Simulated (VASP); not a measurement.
Here is a VASP 6.6.1 calculation.

The input INCAR:

```
SYSTEM = CsPbBr3
ALGO = Normal ; EDIFF = 1E-7
EDIFFG = -0.005 ; ENCUT = 600
GGA = PS ; IBRION = 2
ISIF = 3 ; ISMEAR = 0
LASPH = .TRUE. ; LCHARG = .FALSE.
LREAL = .FALSE. ; LWAVE = .FALSE.
NELM = 80 ; NSW = 70
PREC = Accurate ; SIGMA = 0.02
```

File KPOINTS:

```
k-points
0
G
  6 6 6
  0 0 0
```

Contents of POSCAR:

```
CsPbBr3
1.0
    6.0027199607      0.0000000000      0.0000000000
    0.0000000000      6.0027199607      0.0000000000
    0.0000000000      0.0000000000      6.0027199607
Cs Pb Br
1 1 3
Direct
    0.0000000000      0.0000000000      0.0000000000
    0.5000000000      0.5000000000      0.5000000000
    0.0000000000      0.5000000000      0.5000000000
    0.5000000000      0.0000000000      0.5000000000
    0.5000000000      0.5000000000      0.0000000000
```

Potentials or basis: VASP PAW PBE potentials, release 64 (Cs_sv, Pb_d, Br).

Launch:

```sh
$ cat potpaw_PBE.64/Cs_sv/POTCAR potpaw_PBE.64/Pb_d/POTCAR potpaw_PBE.64/Br/POTCAR > POTCAR
$ mpirun -np 1 vasp_std > vasp.out
```

(1) Estimate the space group after relaxing (to 0.05 Å).

(2) Estimate the band gap on the k mesh.

(3) Estimate the relaxed volume.

Results:

(1) Pm-3m (No. 221).

(2) 1.44 eV, direct.

(3) 40.54 Å³/atom.

Caveat: the PAW data sets were made with another functional, which shifts forces and pressure a little; spin-orbit coupling is left out, which moves the levels of the heavy elements.
